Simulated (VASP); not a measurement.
Write the native input for VASP 6.6.1 that does the following.

- Task: single point
- Functional: r2SCAN
- Potentials or basis: VASP PAW PBE potentials, release 64 (Cu)
- Cutoff: 520 eV
- k mesh: 24 × 24 × 12
- Occupations: gaussian, width 0.1 eV
- Spin: no spin polarisation
- Dipole correction: no
- Further INCAR settings: ALGO = Normal; EDIFF = 1e-07; NBANDS = 18

The system is Cu.

```
Cu
1.0
     2.53050    0.00000    0.00000
    -1.26525    2.19148    0.00000
     0.00000    0.00000    4.12986
Cu
2
Cartesian
  0.0000 1.4610 1.0325
  1.2653 0.7305 3.0974
```

This isn't the form of Cu at room conditions, which is fcc.

One way to write it, as run:

POSCAR

```
Cu
1.0
    2.5305027156      0.0000000000      0.0000000000
   -1.2652513578      2.1914796360      0.0000000000
    0.0000000000      0.0000000000      4.1298555604
Cu
2
Direct
    0.3333333333      0.6666666667      0.2500000000
    0.6666666667      0.3333333333      0.7500000000
```

INCAR.step1

```
SYSTEM = Cu
PREC     = Accurate       ! precision mode
ENCUT    = 520            ! plane-wave cutoff, eV
ISMEAR   = 0              ! smearing method
SIGMA    = 0.1            ! smearing width, eV
LREAL    = .FALSE.        ! projectors in reciprocal space
LASPH    = .TRUE.         ! aspherical terms in the spheres
NELM     = 60             ! most SCF steps
NBANDS   = 18             ! bands
GGA      = PE             ! functional
ALGO     = Normal         ! electronic algorithm
EDIFF    = 1E-4           ! SCF threshold, eV
LWAVE    = .TRUE.         ! write WAVECAR
LCHARG   = .FALSE.        ! write CHGCAR
```

INCAR.step2

```
SYSTEM = Cu
PREC     = Accurate       ! precision mode
ENCUT    = 520            ! plane-wave cutoff, eV
EDIFF    = 1E-7           ! SCF threshold, eV
ISMEAR   = 0              ! smearing method
SIGMA    = 0.1            ! smearing width, eV
LREAL    = .FALSE.        ! projectors in reciprocal space
LASPH    = .TRUE.         ! aspherical terms in the spheres
NELM     = 60             ! most SCF steps
ALGO     = Normal         ! electronic algorithm
ISIF     = 2              ! what is computed and relaxed
LWAVE    = .FALSE.        ! write WAVECAR
LCHARG   = .FALSE.        ! write CHGCAR
METAGGA  = R2SCAN         ! meta-GGA
LMIXTAU  = .TRUE.       
NBANDS   = 18             ! bands
ISTART   = 1
```

KPOINTS

```
regular mesh
0
G
  24 24 12
  0 0 0
```

Potentials or basis: VASP PAW PBE potentials, release 64 (Cu).

Run with:

```console
$ cat potpaw_PBE.64/Cu/POTCAR > POTCAR
$ cp INCAR.step1 INCAR
$ mpirun -np 1 vasp_std > vasp.out
$ cp INCAR.step2 INCAR
$ mpirun -np 1 vasp_std > vasp.out
```

It gave:

```
Pressure               : 0.7 GPa
Band gap on the k mesh : zero (bands 11 and 12 overlap by 6.39 eV)
```

Caveat: the PAW data sets were made with another functional, which shifts forces and pressure a little.

It took 14 min on 1 thread of AMD EPYC 7R43 64-Core Processor (Zen 3), on a shared host, peak memory 0.21 GiB.
